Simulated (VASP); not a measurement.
# Nb2P3 in VASP: a series of runs, part 2 of 2

VASP 6.6.1.

**3. Single point, PBE**

File INCAR:

```
PREC = Accurate
ENCUT = 520
EDIFF = 1E-6
ISMEAR = 0
SIGMA = 0.1
LREAL = False
LASPH = True
NELM = 100
ALGO = Normal
ISIF = 2
LWAVE = False
LCHARG = True
GGA = PE
LELF = True
LVHAR = True
NBANDS = 28
```

File KPOINTS:

```
Automatic mesh
0
Gamma
  6 6 4
```

File POSCAR:

```
Nb2P3
1.0
    5.2300747214      0.0000000000      0.0000000000
   -2.6150373607      4.5293775724      0.0000000000
    0.0000000000      0.0000000000      4.0840118727
Nb P
2 3
Direct
    0.6666666667      0.3333333333      0.8816780791
    0.3333333333      0.6666666667      0.8816780791
    0.5000000000      0.0000000000      0.3817121659
    0.0000000000      0.5000000000      0.3817121659
    0.5000000000      0.5000000000      0.3817121659
```

Potentials or basis: VASP PAW PBE potentials, release 64 (Nb_sv, P).

Run with:

```
cat potpaw_PBE.64/Nb_sv/POTCAR potpaw_PBE.64/P/POTCAR > POTCAR
mpirun -np 1 vasp_std > vasp.out
```

OUTCAR:

```text
PREC = Accurate
   ENCUT = 520
   EDIFF = 1E-6
   ISMEAR = 0
   LREAL = False
   LASPH = True
   NELM = 100
   ISIF = 2
   GGA = PE

 ion  position               nearest neighbor table
   1  0.667  0.333  0.882-   3 2.54   4 2.54   5 2.54   3 2.54   4 2.54   5 2.54   2 3.02   2 3.02
                             2 3.02
   2  0.333  0.667  0.882-   3 2.54   4 2.54   5 2.54   3 2.54   4 2.54   5 2.54   1 3.02   1 3.02
                             1 3.02
   3  0.500  0.000  0.382-   1 2.54   2 2.54   1 2.54   2 2.54   4 2.62   5 2.62   5 2.62   4 2.62

   4  0.000  0.500  0.382-   1 2.54   2 2.54   1 2.54   2 2.54   3 2.62   3 2.62   5 2.62   5 2.62

   5  0.500  0.500  0.382-   1 2.54   2 2.54   1 2.54   2 2.54   3 2.62   3 2.62   4 2.62   4 2.62

  LATTYP: Found a hexagonal cell.
 ALAT       =     5.2300747214
 C/A-ratio  =     0.7808706549

  Lattice vectors:

 A1 = (   5.2300747214,   0.0000000000,   0.0000000000)
 A2 = (  -2.6150373607,   4.5293775724,   0.0000000000)
 A3 = (   0.0000000000,   0.0000000000,   4.0840118727)

Analysis of symmetry for initial positions (statically):
=====================================================================
 Subroutine PRICEL returns:
 Original cell was already a primitive cell.

 Routine SETGRP: Setting up the symmetry group for a
 hexagonal supercell.

 Subroutine GETGRP returns: Found 12 space group operations
 (whereof 12 operations were pure point group operations)
 out of a pool of 24 trial point group operations.

The static configuration has the point symmetry C_6v.

Analysis of symmetry for dynamics (positions and initial velocities):
=====================================================================
 Subroutine PRICEL returns:
 Original cell was already a primitive cell.

 Routine SETGRP: Setting up the symmetry group for a
 hexagonal supercell.

 Subroutine GETGRP returns: Found 12 space group operations
[... 125 lines left out ...]
     AMIX_MAG =   1.60;   BMIX_MAG =  1.00
  volume/ion in A,a.u.               =      19.35       130.57
  Fermi-wavevector in a.u.,A,eV,Ry     =   1.229679  2.323756 20.573501  1.512110
  Thomas-Fermi vector in A             =   2.364557
   LORBIT       =      0    0 simple, 1 ext, 2 COOP (PROOUT), +10 PAW based schemes
   GGA     = PE    functional components
   LHFCALC =     F    Hartree Fock is set to
   AEXX    =    0.0000 exact exchange contribution
   IVDW    =     0    specifies the selected vdW correction
   LEPSILON=     F    determine dielectric tensor
   LRPA    =     F    only Hartree local field effects (RPA)
 non-spin polarized calculation
 Gauss-broadening in eV      SIGMA  =   0.10
  energy-cutoff  :      520.00
  volume of cell :       96.75
 maximum number of plane-waves:      2625
 NGX is ok and might be reduce to    40
   NGX = 19   NGY = 19   NGZ = 15

 number of electron      40.9999999 magnetization

 Free energy of the ion-electron system (eV)
  ---------------------------------------------------
  ext. energy  EPLUGINS =         0.00000000
  ---------------------------------------------------
  free energy    TOTEN  =       -37.32622672 eV

  energy without entropy =      -37.30387858  energy(sigma->0) =      -37.31505265

 E-fermi :   8.2096     XC(G=0): -10.4432

 val. band max:        8.2074790434   @ k =   0.3333  -0.0000   0.5000
 cond. band min:       8.2115014394   @ k =   0.3333   0.1667   0.5000
 fundamental gap:      0.0040223961
 Fermi energy:         8.2096280120

 k-point     1 :       0.0000    0.0000    0.0000
  band No.  band energies     occupation
      1     -47.0564      2.00000
      2     -46.9692      2.00000
      3     -23.3363      2.00000
      4     -23.3363      2.00000
      5     -23.3007      2.00000
      6     -23.1735      2.00000
[... 640 lines left out ...]
     27      11.0166      0.00000
     28      11.7128      0.00000

------------------------ aborting loop because EDIFF is reached ----------------------------------------

  FORCE on cell =-STRESS in cart. coord.  units (eV):
  Direction    XX          YY          ZZ          XY          YZ          ZX
  --------------------------------------------------------------------------------------
  -------------------------------------------------------------------------------------
  Total       -0.0857842     -0.0857842     -0.3379228     -0.0000000      0.0000000      0.0000000
  in kB       -1.4206421     -1.4206421     -5.5962191     -0.0000000      0.0000000      0.0000000
  external PRESSURE =      -2.8125011 kB  Pullay stress =       0.0000000 kB

 VOLUME and BASIS-vectors are now :
 -----------------------------------------------------------------------------
  energy-cutoff  :      520.00
  volume of cell :       96.75
      direct lattice vectors                 reciprocal lattice vectors
     5.230074721  0.000000000  0.000000000     0.191201857  0.110390444  0.000000000
    -2.615037361  4.529377572  0.000000000     0.000000000  0.220780887  0.000000000
     0.000000000  0.000000000  4.084011873     0.000000000  0.000000000  0.244857271

 POSITION                                       TOTAL-FORCE (eV/Angst)
 -----------------------------------------------------------------------------------
      2.61504      1.50979      3.60078         0.000000     -0.000000      0.001505
     -0.00000      3.01959      3.60078        -0.000000      0.000000      0.001505
      2.61504      0.00000      1.55892         0.000000     -0.000000     -0.001003
     -1.30752      2.26469      1.55892         0.000000      0.000000     -0.001003
      1.30752      2.26469      1.55892         0.000000     -0.000000     -0.001003
 -----------------------------------------------------------------------------------
    total drift:                               -0.000000     -0.000000     -0.000195

  FREE ENERGIE OF THE ION-ELECTRON SYSTEM (eV)
  ---------------------------------------------------
  free  energy   TOTEN  =       -37.3262267176 eV

  energy  without entropy=      -37.3038785774  energy(sigma->0) =      -37.31505265
```

stdout:

```text
POSCAR found type information on POSCAR NbP
 POSCAR found :  2 types and       5 ions
 scaLAPACK will be used
 LDA part: xc-table for (Slater+PW92), standard interpolation
 POSCAR, INCAR and KPOINTS ok, starting setup
 FFT: planning ... GRIDC
 FFT: planning ... GRID_SOFT
 FFT: planning ... GRID
 WAVECAR not read
 entering main loop
```

Run time: 28 s. Hardware: 1 thread of Intel Xeon 6975P-C (Granite Rapids), shared host; peak memory 0.22 GiB.

Results:

- Free energy: -37.3262 eV
- Pressure: -0.3 GPa

Caveat: the k points lie up to 0.38 Å⁻¹ apart.

**4. Single point, PBE**

This run uses another cell than the first one, of 19.25 Å³/atom, 0.995 times its volume.

File INCAR:

```
SYSTEM = Nb2P3
PREC = Accurate ; ENCUT = 520
EDIFF = 1E-7 ; ISMEAR = 0
SIGMA = 0.1 ; LREAL = .FALSE.
LASPH = .TRUE. ; NELM = 80
ALGO = Normal ; ISIF = 2
LWAVE = .FALSE. ; LCHARG = .TRUE.
GGA = PE ; LELF = .TRUE.
LVHAR = .TRUE. ; NBANDS = 28
```

File KPOINTS:

```
regular mesh
0
G
  12 12 10
  0 0 0
```

File POSCAR:

```
Nb2P3
1.0
    5.2083002832      0.0000000000      0.0000000000
   -2.6041501416      4.5105203558      0.0000000000
    0.0000000000      0.0000000000      4.0962082299
Nb P
2 3
Direct
    0.6666666667      0.3333333333      0.5000000000
    0.3333333333      0.6666666667      0.5000000000
    0.5000000000      0.0000000000      0.0000000000
    0.0000000000      0.5000000000      0.0000000000
    0.5000000000      0.5000000000      0.0000000000
```

Potentials or basis: VASP PAW PBE potentials, release 64 (Nb_sv, P).

Run with:

```
cat potpaw_PBE.64/Nb_sv/POTCAR potpaw_PBE.64/P/POTCAR > POTCAR
mpirun -np 1 vasp_std > vasp.out
```

OUTCAR:

```text
SYSTEM = Nb2P3
   PREC = Accurate
   ENCUT = 520
   EDIFF = 1E-7
   ISMEAR = 0
   LREAL = .FALSE.
   LASPH = .TRUE.
   NELM = 80
   ISIF = 2
   GGA = PE

 ion  position               nearest neighbor table
   1  0.667  0.333  0.500-   4 2.54   4 2.54   3 2.54   3 2.54   5 2.54   5 2.54   2 3.01   2 3.01
                             2 3.01
   2  0.333  0.667  0.500-   4 2.54   4 2.54   3 2.54   3 2.54   5 2.54   5 2.54   1 3.01   1 3.01
                             1 3.01
   3  0.500  0.000  0.000-   1 2.54   2 2.54   1 2.54   2 2.54   4 2.60   5 2.60   5 2.60   4 2.60

   4  0.000  0.500  0.000-   1 2.54   2 2.54   1 2.54   2 2.54   5 2.60   5 2.60   3 2.60   3 2.60

   5  0.500  0.500  0.000-   1 2.54   2 2.54   1 2.54   2 2.54   4 2.60   4 2.60   3 2.60   3 2.60

  LATTYP: Found a hexagonal cell.
 ALAT       =     5.2083002832
 C/A-ratio  =     0.7864769708

  Lattice vectors:

 A1 = (   5.2083002832,   0.0000000000,   0.0000000000)
 A2 = (  -2.6041501416,   4.5105203558,   0.0000000000)
 A3 = (   0.0000000000,   0.0000000000,   4.0962082299)

Analysis of symmetry for initial positions (statically):
=====================================================================
 Subroutine PRICEL returns:
 Original cell was already a primitive cell.

 Routine SETGRP: Setting up the symmetry group for a
 hexagonal supercell.

 Subroutine GETGRP returns: Found 24 space group operations
 (whereof 24 operations were pure point group operations)
 out of a pool of 24 trial point group operations.

The static configuration has the point symmetry D_6h.

Analysis of symmetry for dynamics (positions and initial velocities):
=====================================================================
 Subroutine PRICEL returns:
 Original cell was already a primitive cell.

 Routine SETGRP: Setting up the symmetry group for a
 hexagonal supercell.

 Subroutine GETGRP returns: Found 24 space group operations
 (whereof 24 operations were pure point group operations)
 out of a pool of 24 trial point group operations.

The dynamic configuration has the point symmetry D_6h.

 Subroutine INISYM returns: Found 24 space group operations
 (whereof 24 operations are pure point group operations),
 and found     1 'primitive' translations

----------------------------------------------------------------------------------------

                                     Primitive cell

  volume of cell :      96.2287

  direct lattice vectors                    reciprocal lattice vectors
     5.208300283  0.000000000  0.000000000     0.192001218  0.110851955  0.000000000
    -2.604150142  4.510520356  0.000000000     0.000000000  0.221703910  0.000000000
     0.000000000  0.000000000  4.096208230     0.000000000  0.000000000  0.244128214

  length of vectors
     5.208300283  5.208300283  4.096208230     0.221703910  0.221703910  0.244128214

  position of ions in fractional coordinates (direct lattice)
     0.666666667  0.333333333  0.500000000
     0.333333333  0.666666667  0.500000000
     0.500000000  0.000000000  0.000000000
     1.000000000  0.500000000  0.000000000
[... 32 lines left out ...]
 ===========================================

 Found    114 irreducible k-points:

 Following reciprocal coordinates:
            Coordinates               Weight
  0.000000  0.000000  0.000000      1.000000
  0.083333 -0.000000  0.000000      6.000000
  0.166667 -0.000000  0.000000      6.000000
  0.250000 -0.000000  0.000000      6.000000
  0.333333 -0.000000  0.000000      6.000000
  0.416667 -0.000000  0.000000      6.000000
[... 16 lines left out ...]
  0.250000 -0.000000  0.100000     12.000000
  0.333333 -0.000000  0.100000     12.000000
 [... further k-points ...]
   k-points           NKPTS =    114   k-points in BZ     NKDIM =    114   number of bands    NBANDS=     28
   number of dos      NEDOS =    301   number of ions     NIONS =      5
   total plane-waves  NPLWV =  48000
   dimension x,y,z NGX =    40 NGY =   40 NGZ =   30
   dimension x,y,z NGXF=    80 NGYF=   80 NGZF=   60
   ions per type =               2   3
   NGX,Y,Z   is equivalent  to a cutoff of  12.77, 12.77, 12.18 a.u.
   NGXF,Y,Z  is equivalent  to a cutoff of  25.54, 25.54, 24.35 a.u.
 SYSTEM =  Nb2P3
   PREC   = accura    normal or accurate (medium, high low for compatibility)
   ISTART =      0    job   : 0-new  1-cont  2-samecut
   ICHARG =      2    charge: 1-file 2-atom 10-const
   ISPIN  =      1    spin polarized calculation?
   LNONCOLLINEAR =      F non collinear calculations
   LSORBIT =      F    spin-orbit coupling
   LASPH  =      T    aspherical Exc in radial PAW
   ENCUT  =  520.0 eV  38.22 Ry    6.18 a.u.   9.68  9.68  7.62*2*pi/ulx,y,z
   NELM   =     80;   NELMIN=  2; NELMDL= -5     # of ELM steps
   EDIFF  = 0.1E-06   stopping-criterion for ELM
   LREAL  =      F    real-space projection
   EDIFFG = 0.1E-05   stopping-criterion for IOM
   NSW    =      0    number of steps for IOM
   IBRION =     -1    ionic relax: 0-MD 1-quasi-New 2-CG
   NFREE  =      0    steps in history (QN), initial steepest desc. (CG)
   ISIF   =      2    stress and relaxation
   ISYM   =      2    0-nonsym 1-usesym 2-fastsym
   POTIM  = 0.5000    time-step for ionic-motion
   TEBEG  =    0.0;   TEEND  =   0.0 temperature during run
   PSTRESS=    0.0 pullay stress
   NELECT =      41.0000    total number of electrons
   NUPDOWN=      -1.0000    fix difference up-down
   EMIN   =  10.00;   EMAX   =-10.00  energy-range for DOS
   EFERMI =   0.00;   METHOD = LEGACY
   ISMEAR =     0;   SIGMA  =   0.10  broadening in eV -4-tet -1-fermi 0-gaus
   EFERMI_NEDOS =   21; number of points for ismear=-14 and -15
   IALGO  =     38    algorithm
   IMIX   =      4    mixing-type and parameters
     AMIX     =   0.40;   BMIX     =  1.00
     AMIX_MAG =   1.60;   BMIX_MAG =  1.00
  volume/ion in A,a.u.               =      19.25       129.88
  Fermi-wavevector in a.u.,A,eV,Ry     =   1.231879  2.327913 20.647177  1.517525
  Thomas-Fermi vector in A             =   2.366671
   LORBIT       =      0    0 simple, 1 ext, 2 COOP (PROOUT), +10 PAW based schemes
   GGA     = PE    functional components
   LHFCALC =     F    Hartree Fock is set to
   AEXX    =    0.0000 exact exchange contribution
   IVDW    =     0    specifies the selected vdW correction
   LEPSILON=     F    determine dielectric tensor
   LRPA    =     F    only Hartree local field effects (RPA)
 non-spin polarized calculation
 Gauss-broadening in eV      SIGMA  =   0.10
  energy-cutoff  :      520.00
  volume of cell :       96.23
 maximum number of plane-waves:      2613
 NGX is ok and might be reduce to    40
   NGX = 19   NGY = 19   NGZ = 15

 number of electron      40.9999997 magnetization

 Free energy of the ion-electron system (eV)
  ---------------------------------------------------
  ext. energy  EPLUGINS =         0.00000000
  ---------------------------------------------------
  free energy    TOTEN  =       -37.37849910 eV

  energy without entropy =      -37.36753898  energy(sigma->0) =      -37.37301904

 E-fermi :   8.2378     XC(G=0): -10.4740

 val. band max:        8.2209932265   @ k =   0.5000  -0.0000   0.1000
 cond. band min:       8.2454192336   @ k =   0.0833  -0.0000   0.1000
 fundamental gap:      0.0244260070
 Fermi energy:         8.2377626167

 k-point     1 :       0.0000    0.0000    0.0000
  band No.  band energies     occupation
      1     -46.9719      2.00000
      2     -46.8802      2.00000
      3     -23.2663      2.00000
      4     -23.2663      2.00000
      5     -23.2029      2.00000
      6     -23.0706      2.00000
[... 733 lines left out ...]
     27      10.9802      0.00000
     28      11.8648      0.00000

 [... further k-points ...]

------------------------ aborting loop because EDIFF is reached ----------------------------------------

  FORCE on cell =-STRESS in cart. coord.  units (eV):
  Direction    XX          YY          ZZ          XY          YZ          ZX
  --------------------------------------------------------------------------------------
  -------------------------------------------------------------------------------------
  Total       -0.1391241     -0.1391241     -0.1989398      0.0000000     -0.0000000     -0.0000000
  in kB       -2.3163721     -2.3163721     -3.3122835      0.0000000     -0.0000000     -0.0000000
  external PRESSURE =      -2.6483426 kB  Pullay stress =       0.0000000 kB

 VOLUME and BASIS-vectors are now :
 -----------------------------------------------------------------------------
  energy-cutoff  :      520.00
  volume of cell :       96.23
      direct lattice vectors                 reciprocal lattice vectors
     5.208300283  0.000000000  0.000000000     0.192001218  0.110851955  0.000000000
    -2.604150142  4.510520356  0.000000000     0.000000000  0.221703910  0.000000000
     0.000000000  0.000000000  4.096208230     0.000000000  0.000000000  0.244128214

 POSITION                                       TOTAL-FORCE (eV/Angst)
 -----------------------------------------------------------------------------------
      2.60415      1.50351      2.04810         0.000000      0.000000     -0.000000
     -0.00000      3.00701      2.04810        -0.000000     -0.000000      0.000000
      2.60415      0.00000      0.00000        -0.000000      0.000000      0.000000
     -1.30208      2.25526      0.00000        -0.000000      0.000000      0.000000
      1.30208      2.25526      0.00000        -0.000000      0.000000      0.000000
 -----------------------------------------------------------------------------------
    total drift:                               -0.000000      0.000000      0.000000

  FREE ENERGIE OF THE ION-ELECTRON SYSTEM (eV)
  ---------------------------------------------------
  free  energy   TOTEN  =       -37.3784991045 eV

  energy  without entropy=      -37.3675389846  energy(sigma->0) =      -37.37301904
```

stdout:

```text
POSCAR found type information on POSCAR NbP
 POSCAR found :  2 types and       5 ions
 scaLAPACK will be used
 LDA part: xc-table for (Slater+PW92), standard interpolation
 POSCAR, INCAR and KPOINTS ok, starting setup
 FFT: planning ... GRIDC
 FFT: planning ... GRID_SOFT
 FFT: planning ... GRID
 WAVECAR not read
 entering main loop
```

It took 2.7 min on 1 thread of Intel Xeon 6975P-C (Granite Rapids), shared host; peak memory 0.38 GiB.

What came out:

```
Free energy : -37.3785 eV
Pressure    : -0.3 GPa
```

Stress tensor (GPa, compression positive):
```
-0.23  0.00  0.00
 0.00 -0.23  0.00
 0.00  0.00 -0.33
```

Levels at points of the mesh, in eV from the Fermi level:
| k point | band 17 | band 18 | band 19 | band 20 | band 21 | band 22 | band 23 | band 24 |
| --- | --- | --- | --- | --- | --- | --- | --- | --- |
| (0.00, 0.00, 0.00) | -3.53 | -3.22 | -0.24 | -0.24 | -0.12 | -0.12 | 0.74 | 0.74 |
| (0.50, 0.00, 0.00) | -3.41 | -3.08 | -1.79 | -0.18 | 0.37 | 1.38 | 1.71 | 1.79 |
| (0.00, 0.00, 0.50) | -3.22 | -1.51 | -0.83 | -0.81 | -0.81 | 1.71 | 1.71 | 2.47 |
| (0.50, 0.00, 0.50) | -3.01 | -1.80 | -1.45 | -1.01 | -0.95 | -0.41 | -0.09 | 1.56 |

**5. Summary**

| task | cell | k mesh | cutoff (eV) | gap on the mesh (eV) | pressure (GPa) |
| --- | --- | --- | --- | --- | --- |
| relaxation of cell and atoms | relaxed from a = 5.230, b = 5.230, c = 4.084 Å, angles 90.0, 90.0, 120.0°, 5 atoms | 12 × 12 × 10 | 600 | none | 0.0 |
| single point | a = 5.230, b = 5.230, c = 4.084 Å, angles 90.0, 90.0, 120.0°, 5 atoms | 6 × 6 × 4 | 520 | none | -0.3 |
| single point | a = 5.208, b = 5.208, c = 4.096 Å, angles 90.0, 90.0, 120.0°, 5 atoms | 12 × 12 × 10 | 520 | none | -0.3 |

Alike in all rows: level PBE; potentials or basis VASP PAW PBE potentials, release 64 (Nb_sv, P); no spin polarisation; smearing gaussian 0.1 eV.

Caveats: some runs use coarse meshes.

Total energies depend on the potentials used, so only differences within one code and one set of settings carry meaning.
